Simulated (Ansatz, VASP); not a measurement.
**One calculation of KTaO3, two programs**

File POSCAR:

```
KTaO3
1.0
    3.9883000000      0.0000000000      0.0000000000
    0.0000000000      3.9883000000      0.0000000000
    0.0000000000      0.0000000000      3.9883000000
K Ta O
1 1 3
Direct
    0.5000000000      0.5000000000      0.5000000000
    0.0376100093      0.0000000000      0.0000000000
    0.5000000000      0.0000000000      0.0000000000
    0.0000000000      0.5000000000      0.0000000000
    0.0000000000      0.0000000000      0.5000000000
```

File INCAR.step1:

```
  PREC = Accurate
  ENCUT = 520
  ISMEAR = 0
  SIGMA = 0.05
  LREAL = False
  LASPH = True
  NELM = 100
  NBANDS = 27
  GGA = PE
  ALGO = Normal
  EDIFF = 1E-4
  LWAVE = True
  LCHARG = False
```

The input INCAR.step2:

```
  PREC = Accurate
  ENCUT = 520
  EDIFF = 1E-7
  ISMEAR = 0
  SIGMA = 0.05
  LREAL = False
  LASPH = True
  NELM = 100
  ALGO = Normal
  ISIF = 2
  LWAVE = False
  LCHARG = False
  METAGGA = R2SCAN
  LMIXTAU = True
  NBANDS = 27
  ISTART = 1
```

File KPOINTS:

```
regular mesh
0
Gamma
  6 6 6
```

Input for Ansatz:

```yaml
crystal:
  lattice:
    - [3.9883, 0.0, 0.0]
    - [0.0, 3.9883, 0.0]
    - [0.0, 0.0, 3.9883]
  atoms:
    - { symbol: K, position: [0.5, 0.5, 0.5] }
    - { symbol: Ta, position: [0.0376100093, 0.0, 0.0] }
    - { symbol: O, position: [0.5, 0.0, 0.0] }
    - { symbol: O, position: [0.0, 0.5, 0.0] }
    - { symbol: O, position: [0.0, 0.0, 0.5] }
basis:
  ecutwfc: 500
kpoints:
  mp_grid: { grid: [6, 6, 6] }
hamiltonian:
  xc: r2scan
scf:
  occupations: { method: gaussian, width: 0.05 }
output:
  forces: true
  stress: true
  eigenvalues: true
```

Change from the starting cell: all Ta atoms moved -0.150 Å, as atom 2 towards its neighbour atom 3 (O) at 1.994 Å.

Alike in both runs: task single point; functional r2SCAN; k mesh 6 × 6 × 6; occupations gaussian, width 0.05 eV; no spin polarisation.

|  | VASP | Ansatz |
| --- | --- | --- |
| version | VASP 6.6.1 | Ansatz 0.2.0 |
| potentials or method | VASP PAW PBE potentials, release 64 (K_sv, Ta_pv, O), cutoff 520 eV | scalar-relativistic, plane waves, PAW |
| valence electrons in the cell | 38 | 40 |

```tsv
	VASP	Ansatz	Ansatz less VASP
gap on the k mesh at the Fermi level (eV)	2.60	2.64	+0.031
least direct gap on the mesh (eV)	3.43	3.45	+0.018
pressure (GPa)	3.3	2.2	-1.07
traceless stress, the component that is largest in VASP (GPa)	5.09	4.84	-0.244
rms of the force components (eV/Å)	0.420	0.368	-0.0514
```

VASP's potentials were made for PBE, not for r2SCAN. Atom by atom the forces differ by 0.056 eV/Å (rms over components). With one functional, cell and mesh, what is left measures potentials, basis and numerics. VASP's potentials hold 38 valence electrons a cell and Ansatz's 40, so a difference there can come from the potentials and not from the codes.

Spin-orbit coupling is off throughout.
